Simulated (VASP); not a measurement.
# CdSe (k07) (P6_3mc) in VASP: a series of runs

CdSe (k07) is run at these levels: PBEsol; tasks: single point.

Program: VASP 6.6.1. These are calculated values, not measurements. Logs are shortened: lines on timing, memory, paths and dates and some standing lists are left out, and cuts for length are marked.

## (1) The cell of the first run

It takes space group P6_3mc (No. 186, hexagonal). The conventional cell has a = 4.300 Å, b = 4.300 Å, c = 7.011 Å, α = 90.00°, β = 90.00°, γ = 120.00°. Cd (site symmetry 3m) has 4 Se at 2.63 to 2.64 Å within 3.5 Å. Se (site symmetry 3m) has 4 Cd at 2.63 to 2.64 Å within 3.5 Å.

## (2) Single point, PBEsol

Contents of INCAR:

```
SYSTEM = CdSe
  PREC = Accurate
  ENCUT = 520
  EDIFF = 1E-6
  ISMEAR = 0
  SIGMA = 0.1
  LREAL = .FALSE.
  LASPH = .TRUE.
  NELM = 80
  ALGO = Normal
  ISIF = 2
  LWAVE = .FALSE.
  LCHARG = .TRUE.
  GGA = PS
  LELF = .TRUE.
  LVHAR = .TRUE.
  NBANDS = 26
```

Contents of KPOINTS:

```
regular mesh
0
G
  6 6 4
  0 0 0
```

Contents of POSCAR:

```
CdSe
1.0
    4.3000000000      0.0000000000      0.0000000000
   -2.1500000000      3.7239092363      0.0000000000
    0.0000000000      0.0000000000      7.0110000000
Cd Se
2 2
Direct
    0.3333333333      0.6666666667      0.0000000000
    0.6666666667      0.3333333333      0.5000000000
    0.3333333333      0.6666666667      0.3760000000
    0.6666666667      0.3333333333      0.8760000000
```

Potentials or basis: VASP PAW PBE potentials, release 64 (Cd, Se).

Started as:

```bash
> cat potpaw_PBE.64/Cd/POTCAR potpaw_PBE.64/Se/POTCAR > POTCAR
> mpirun -np 1 vasp_std > vasp.out
```

OUTCAR:

```text
SYSTEM = CdSe
   PREC = Accurate
   ENCUT = 520
   EDIFF = 1E-6
   ISMEAR = 0
   LREAL = .FALSE.
   LASPH = .TRUE.
   NELM = 80
   ISIF = 2
   GGA = PS

 ion  position               nearest neighbor table
   1  0.333  0.667  0.000-   4 2.63   4 2.63   4 2.63   3 2.64
   2  0.667  0.333  0.500-   3 2.63   3 2.63   3 2.63   4 2.64
   3  0.333  0.667  0.376-   2 2.63   2 2.63   2 2.63   1 2.64
   4  0.667  0.333  0.876-   1 2.63   1 2.63   1 2.63   2 2.64

  LATTYP: Found a hexagonal cell.
 ALAT       =     4.3000000000
 C/A-ratio  =     1.6304651163

  Lattice vectors:

 A1 = (   4.3000000000,   0.0000000000,   0.0000000000)
 A2 = (  -2.1500000000,   3.7239092363,   0.0000000000)
 A3 = (   0.0000000000,   0.0000000000,   7.0110000000)

Analysis of symmetry for initial positions (statically):
=====================================================================
 Subroutine PRICEL returns:
 Original cell was already a primitive cell.

 Routine SETGRP: Setting up the symmetry group for a
 hexagonal supercell.

 Subroutine GETGRP returns: Found 12 space group operations
 (whereof  6 operations were pure point group operations)
 out of a pool of 24 trial point group operations.

The static configuration has the point symmetry C_3v.
 The point group associated with its full space group is C_6v.

Analysis of symmetry for dynamics (positions and initial velocities):
=====================================================================
 Subroutine PRICEL returns:
 Original cell was already a primitive cell.

 Routine SETGRP: Setting up the symmetry group for a
 hexagonal supercell.

 Subroutine GETGRP returns: Found 12 space group operations
 (whereof  6 operations were pure point group operations)
 out of a pool of 24 trial point group operations.

The dynamic configuration has the point symmetry C_3v.
 The point group associated with its full space group is C_6v.

 Subroutine INISYM returns: Found 12 space group operations
 (whereof  6 operations are pure point group operations),
 and found     1 'primitive' translations

----------------------------------------------------------------------------------------

                                     Primitive cell

  volume of cell :     112.2658

  direct lattice vectors                    reciprocal lattice vectors
     4.300000000  0.000000000  0.000000000     0.232558140  0.134267504  0.000000000
    -2.150000000  3.723909236  0.000000000     0.000000000  0.268535009  0.000000000
     0.000000000  0.000000000  7.011000000     0.000000000  0.000000000  0.142633005

  length of vectors
     4.300000000  4.300000000  7.011000000     0.268535009  0.268535009  0.142633005

  position of ions in fractional coordinates (direct lattice)
     0.333333333  0.666666667  0.000000000
     0.666666667  0.333333333  0.500000000
     0.333333333  0.666666667  0.376000000
     0.666666667  0.333333333  0.876000000

  ion indices of the primitive-cell ions
   primitive index   ion index
                 1           1
                 2           2
                 3           3
                 4           4

----------------------------------------------------------------------------------------

 KPOINTS: regular mesh

Automatic generation of k-mesh.
 Grid dimensions read from file:
 generate k-points for:    6    6    4

 Generating k-lattice:

  Cartesian coordinates                     Fractional coordinates (reciprocal lattice)
     0.038759690  0.022377917  0.000000000     0.166666667  0.000000000  0.000000000
     0.000000000  0.044755835  0.000000000     0.000000000  0.166666667  0.000000000
     0.000000000  0.000000000  0.035658251     0.000000000  0.000000000  0.250000000

  Length of vectors
     0.044755835  0.044755835  0.035658251

  Shift w.r.t. Gamma in fractional coordinates (k-lattice)
     0.000000000  0.000000000  0.000000000

 Subroutine IBZKPT returns following result:
 ===========================================

 Found     21 irreducible k-points:

 Following reciprocal coordinates:
            Coordinates               Weight
  0.000000  0.000000  0.000000      1.000000
  0.166667  0.000000  0.000000      6.000000
  0.333333  0.000000  0.000000      6.000000
  0.500000  0.000000  0.000000      3.000000
  0.166667  0.166667  0.000000      6.000000
  0.333333  0.166667  0.000000     12.000000
[... 13 lines left out ...]
  0.333333  0.166667  0.500000     12.000000
  0.333333  0.333333  0.500000      2.000000
   k-points           NKPTS =     21   k-points in BZ     NKDIM =     21   number of bands    NBANDS=     26
   number of dos      NEDOS =    301   number of ions     NIONS =      4
   total plane-waves  NPLWV =  55296
   dimension x,y,z NGX =    32 NGY =   32 NGZ =   54
   dimension x,y,z NGXF=    64 NGYF=   64 NGZF=  108
   ions per type =               2   2
   NGX,Y,Z   is equivalent  to a cutoff of  12.37, 12.37, 12.80 a.u.
   NGXF,Y,Z  is equivalent  to a cutoff of  24.74, 24.74, 25.61 a.u.
 SYSTEM =  CdSe
   PREC   = accura    normal or accurate (medium, high low for compatibility)
   ISTART =      0    job   : 0-new  1-cont  2-samecut
   ICHARG =      2    charge: 1-file 2-atom 10-const
   ISPIN  =      1    spin polarized calculation?
   LNONCOLLINEAR =      F non collinear calculations
   LSORBIT =      F    spin-orbit coupling
   LASPH  =      T    aspherical Exc in radial PAW
   ENCUT  =  520.0 eV  38.22 Ry    6.18 a.u.   8.00  8.00 13.04*2*pi/ulx,y,z
   NELM   =     80;   NELMIN=  2; NELMDL= -5     # of ELM steps
   EDIFF  = 0.1E-05   stopping-criterion for ELM
   LREAL  =      F    real-space projection
   EDIFFG = 0.1E-04   stopping-criterion for IOM
   NSW    =      0    number of steps for IOM
   IBRION =     -1    ionic relax: 0-MD 1-quasi-New 2-CG
   NFREE  =      0    steps in history (QN), initial steepest desc. (CG)
   ISIF   =      2    stress and relaxation
   ISYM   =      2    0-nonsym 1-usesym 2-fastsym
   POTIM  = 0.5000    time-step for ionic-motion
   TEBEG  =    0.0;   TEEND  =   0.0 temperature during run
   PSTRESS=    0.0 pullay stress
   NELECT =      36.0000    total number of electrons
   NUPDOWN=      -1.0000    fix difference up-down
   EMIN   =  10.00;   EMAX   =-10.00  energy-range for DOS
   EFERMI =   0.00;   METHOD = LEGACY
   ISMEAR =     0;   SIGMA  =   0.10  broadening in eV -4-tet -1-fermi 0-gaus
   EFERMI_NEDOS =   21; number of points for ismear=-14 and -15
   IALGO  =     38    algorithm
   IMIX   =      4    mixing-type and parameters
     AMIX     =   0.40;   BMIX     =  1.00
     AMIX_MAG =   1.60;   BMIX_MAG =  1.00
  volume/ion in A,a.u.               =      28.07       189.40
  Fermi-wavevector in a.u.,A,eV,Ry     =   1.120538  2.117509 17.083541  1.255605
  Thomas-Fermi vector in A             =   2.257185
   LORBIT       =      0    0 simple, 1 ext, 2 COOP (PROOUT), +10 PAW based schemes
   GGA     = PS    functional components
   LHFCALC =     F    Hartree Fock is set to
   AEXX    =    0.0000 exact exchange contribution
   IVDW    =     0    specifies the selected vdW correction
   LEPSILON=     F    determine dielectric tensor
   LRPA    =     F    only Hartree local field effects (RPA)
 non-spin polarized calculation
 Gauss-broadening in eV      SIGMA  =   0.10
  energy-cutoff  :      520.00
  volume of cell :      112.27
 maximum number of plane-waves:      3042
 NGX is ok and might be reduce to    32
   NGX = 15   NGY = 15   NGZ = 27

 number of electron      35.9999997 magnetization

 Free energy of the ion-electron system (eV)
  ---------------------------------------------------
  ext. energy  EPLUGINS =         0.00000000
  ---------------------------------------------------
  free energy    TOTEN  =       -12.34600885 eV

  energy without entropy =      -12.34600820  energy(sigma->0) =      -12.34600853

 E-fermi :   1.1146     XC(G=0):  -9.1006

 val. band max:        0.8354475233   @ k =   0.0000   0.0000   0.0000
 cond. band min:       1.3813401244   @ k =   0.0000   0.0000   0.0000
 fundamental gap:      0.5458926012
 Fermi energy:         1.1145863819

 k-point     1 :       0.0000    0.0000    0.0000
  band No.  band energies     occupation
      1     -11.8072      2.00000
      2     -11.4192      2.00000
      3      -7.0796      2.00000
      4      -7.0735      2.00000
      5      -7.0735      2.00000
      6      -7.0047      2.00000
[... 18 lines left out ...]
     25       7.7852      0.00000
     26       8.4333      0.00000

 k-point     2 :       0.1667    0.0000    0.0000
  band No.  band energies     occupation
      1     -11.7226      2.00000
      2     -11.3814      2.00000
      3      -7.0539      2.00000
      4      -7.0442      2.00000
      5      -7.0102      2.00000
      6      -6.9656      2.00000
[... 18 lines left out ...]
     25       7.9824      0.00000
     26       8.4171      0.00000

 k-point     3 :       0.3333    0.0000    0.0000
  band No.  band energies     occupation
      1     -11.5379      2.00000
      2     -11.3177      2.00000
      3      -7.0094      2.00000
      4      -6.9980      2.00000
      5      -6.8935      2.00000
      6      -6.8802      2.00000
[... 18 lines left out ...]
     25       8.5665      0.00000
     26       8.9897      0.00000

 k-point     4 :       0.5000    0.0000    0.0000
  band No.  band energies     occupation
      1     -11.4267      2.00000
      2     -11.3030      2.00000
      3      -6.9949      2.00000
      4      -6.9829      2.00000
      5      -6.8413      2.00000
      6      -6.8250      2.00000
[... 18 lines left out ...]
     25       8.6708      0.00000
     26      10.4129      0.00000
[... 409 lines left out ...]
      1     -11.4541      2.00000
      2     -11.4541      2.00000
      3      -6.9739      2.00000
      4      -6.9739      2.00000
      5      -6.9522      2.00000
      6      -6.9522      2.00000
[... 18 lines left out ...]
     25       8.2632      0.00000
     26       8.2632      0.00000

 k-point    20 :       0.3333    0.1667    0.5000
  band No.  band energies     occupation
      1     -11.3585      2.00000
      2     -11.3585      2.00000
      3      -6.9486      2.00000
      4      -6.9486      2.00000
      5      -6.9154      2.00000
      6      -6.9154      2.00000
[... 18 lines left out ...]
     25       8.7285      0.00000
     26       8.7285      0.00000

 k-point    21 :       0.3333    0.3333    0.5000
  band No.  band energies     occupation
      1     -11.3274      2.00000
      2     -11.3274      2.00000
      3      -6.9257      2.00000
      4      -6.9257      2.00000
      5      -6.9145      2.00000
      6      -6.9145      2.00000
[... 18 lines left out ...]
     25       9.5927      0.00000
     26       9.5945      0.00000

------------------------ aborting loop because EDIFF is reached ----------------------------------------

  FORCE on cell =-STRESS in cart. coord.  units (eV):
  Direction    XX          YY          ZZ          XY          YZ          ZX
  --------------------------------------------------------------------------------------
  -------------------------------------------------------------------------------------
  Total        0.3294444      0.3294444      0.3299192      0.0000000     -0.0000000      0.0000000
  in kB        4.7015952      4.7015952      4.7083712      0.0000000     -0.0000000      0.0000000
  external PRESSURE =       4.7038539 kB  Pullay stress =       0.0000000 kB

 VOLUME and BASIS-vectors are now :
 -----------------------------------------------------------------------------
  energy-cutoff  :      520.00
  volume of cell :      112.27
      direct lattice vectors                 reciprocal lattice vectors
     4.300000000  0.000000000  0.000000000     0.232558140  0.134267504  0.000000000
    -2.150000000  3.723909236  0.000000000     0.000000000  0.268535009  0.000000000
     0.000000000  0.000000000  7.011000000     0.000000000  0.000000000  0.142633005

 POSITION                                       TOTAL-FORCE (eV/Angst)
 -----------------------------------------------------------------------------------
     -0.00000      2.48261      0.00000         0.000000     -0.000000      0.004999
      2.15000      1.24130      3.50550        -0.000000      0.000000      0.004999
     -0.00000      2.48261      2.63614        -0.000000      0.000000     -0.004999
      2.15000      1.24130      6.14164         0.000000      0.000000     -0.004999
 -----------------------------------------------------------------------------------
    total drift:                               -0.000000     -0.000000      0.000148

  FREE ENERGIE OF THE ION-ELECTRON SYSTEM (eV)
  ---------------------------------------------------
  free  energy   TOTEN  =       -12.3460088520 eV

  energy  without entropy=      -12.3460082010  energy(sigma->0) =      -12.34600853
```

It took 38 s on 1 thread of AMD EPYC 9R14 (Zen 4), shared host; peak memory 0.21 GiB.

Results:

```
Free energy            : -12.3460 eV
Pressure               : 0.5 GPa
Largest force          : 0.005 eV/Å
Band gap on the k mesh : 0.55 eV, direct
```

Forces in eV/Å, atoms in the order of the input:
```
Cd   0.000  0.000  0.005
Cd   0.000  0.000  0.005
Se   0.000  0.000 -0.005
Se   0.000  0.000 -0.005
```

Caveat: the PAW data sets were made with another functional, which shifts forces and pressure a little. As with any semilocal functional, this PBEsol gap is likely too small.

## (3) Single point, PBEsol

This run uses another cell than the first one, of 28.14 Å³/atom, 1.003 times its volume.

Contents of INCAR:

```
ALGO = Normal ; EDIFF = 1E-6
ENCUT = 520 ; GGA = PS
ISIF = 2 ; ISMEAR = 0
LASPH = True ; LCHARG = True
LELF = True ; LREAL = False
LVHAR = True ; LWAVE = False
NBANDS = 26 ; NELM = 100
PREC = Accurate ; SIGMA = 0.02
```

Contents of KPOINTS:

```
k-points
0
Gamma
  15 15 8
```

Contents of POSCAR:

```
CdSe
1.0
    4.3020798272      0.0000000000      0.0000000000
   -2.1510399136      3.7257104194      0.0000000000
    0.0000000000      0.0000000000      7.0217824360
Cd Se
2 2
Direct
    0.3333333333      0.6666666667      0.0001415865
    0.6666666667      0.3333333333      0.5001415865
    0.3333333333      0.6666666667      0.3758584135
    0.6666666667      0.3333333333      0.8758584135
```

Potentials or basis: VASP PAW PBE potentials, release 64 (Cd, Se).

Started as:

```bash
> cat potpaw_PBE.64/Cd/POTCAR potpaw_PBE.64/Se/POTCAR > POTCAR
> mpirun -np 1 vasp_std > vasp.out
```

It took 2.2 min on 1 thread of Intel Xeon 6975P-C (Granite Rapids), shared host; peak memory 0.47 GiB.

Results (log left out):

* Free energy: -12.3525 eV
* Pressure: 0.3 GPa
* Band gap on the k mesh: 0.54 eV, direct

Levels at points of the mesh, in eV from the valence-band top:
```
           k point  band 15  band 16  band 17  band 18  band 19  band 20  band 21  band 22
(0.00, 0.00, 0.00)    -0.78    -0.05     0.00     0.00     0.54     2.10     5.78     5.78
(0.00, 0.00, 0.50)    -0.41    -0.41    -0.41    -0.41     2.28     2.28     5.74     5.74
```

Caveat: the PAW data sets were made with another functional, which shifts forces and pressure a little. A k mesh can miss the band edges.
